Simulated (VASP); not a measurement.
CuF, 4 atoms in the cell. The structure is hexagonal, space group P6_3mc (No. 186). Conventional cell: a = 2.790 Å, b = 2.790 Å, c = 6.721 Å, α = 90.00°, β = 90.00°, γ = 120.00°. Cu (site symmetry 3m) has 4 F at 1.90 to 2.17 Å within 2.5 Å. Within 2.5 Å of F (site symmetry 3m) lie 4 Cu at 1.90 to 2.17 Å. 

```yaml
Program: VASP 6.6.1
Task: single point
Functional: LDA
Potentials_or_basis: VASP PAW LDA potentials, release 64 (Cu, F)
Cutoff: 520 eV
k_mesh: 12 × 12 × 4
Occupations: fermi-dirac, width 0.02 eV
Spin: no spin polarisation
Dipole_correction: no
Further_INCAR_settings: ALGO = Normal; EDIFF = 1e-06; NBANDS = 26
```

Potentials or basis: VASP PAW LDA potentials, release 64 (Cu, F).

The run is started by

```sh
$ cat potpaw_LDA.64/Cu/POTCAR potpaw_LDA.64/F/POTCAR > POTCAR
$ mpirun -np 1 vasp_std > vasp.out
```

Hardware: 1 thread of Intel Xeon 8259CL, on a shared host.

How long does it take, and how much memory?

Run time: 95 s on 1 thread of Intel Xeon 8259CL, on a shared host, peak memory 0.19 GiB. Counts: scf iterations 13, k points 57.
